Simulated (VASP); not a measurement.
Wanted: the native input for a VASP 6.6.1 run.

* Task: single point
* Functional: r2SCAN
* Potentials or basis: VASP PAW PBE potentials, release 64 (B, N)
* Cutoff: 660 eV
* k mesh: 12 × 12 × 4
* Occupations: fermi-dirac, width 0.02 eV
* Spin: no spin polarisation
* Dipole correction: no
* Further INCAR settings: ALGO = Normal; EDIFF = 1e-06; NBANDS = 16

BN:

```
B N
1.0
     2.50084    0.00000    0.00000
    -1.25042    2.16579    0.00000
     0.00000    0.00000    6.89312
B N
2 2
Direct
  0.33333 0.66667 0.25000
  0.66667 0.33333 0.75000
  0.66667 0.33333 0.25000
  0.33333 0.66667 0.75000
```

These files were run (other wordings do the same):

POSCAR

```
BN
1.0
    2.5008383104      0.0000000000      0.0000000000
   -1.2504191552      2.1657895075      0.0000000000
    0.0000000000      0.0000000000      6.8931205922
B N
2 2
Direct
    0.3333333333      0.6666666667      0.2500000000
    0.6666666667      0.3333333333      0.7500000000
    0.6666666667      0.3333333333      0.2500000000
    0.3333333333      0.6666666667      0.7500000000
```

INCAR.step1

```
PREC = Accurate
ENCUT = 660
ISMEAR = -1
SIGMA = 0.02
LREAL = False
LASPH = True
NELM = 120
NBANDS = 16
GGA = PE
ALGO = Normal
EDIFF = 1E-5
LWAVE = True
LCHARG = False
GGA_COMPAT = False
```

INCAR.step2

```
PREC = Accurate
ENCUT = 660
EDIFF = 1E-6
ISMEAR = -1
SIGMA = 0.02
LREAL = False
LASPH = True
NELM = 120
ALGO = Normal
ISIF = 2
LWAVE = False
LCHARG = True
METAGGA = R2SCAN
LMIXTAU = True
LELF = True
LVHAR = True
NBANDS = 16
ISTART = 1
GGA_COMPAT = False
```

KPOINTS

```
regular mesh
0
Gamma
  12 12 4
```

Potentials or basis: VASP PAW PBE potentials, release 64 (B, N).

Command:

```sh
$ cat potpaw_PBE.64/B/POTCAR potpaw_PBE.64/N/POTCAR > POTCAR
$ cp INCAR.step1 INCAR
$ mpirun -np 1 vasp_std > vasp.out
$ cp INCAR.step2 INCAR
$ mpirun -np 1 vasp_std > vasp.out
```

It gave:

```json
{
  "Pressure": "0.4 GPa",
  "Band gap on the k mesh": "4.93 eV (least direct gap 5.37 eV)"
}
```

Caveat: the PAW data sets were made with another functional, which shifts forces and pressure a little.

Wall time 4.4 min on 1 thread of Intel Xeon 8259CL, on a shared host, peak memory 0.21 GiB.
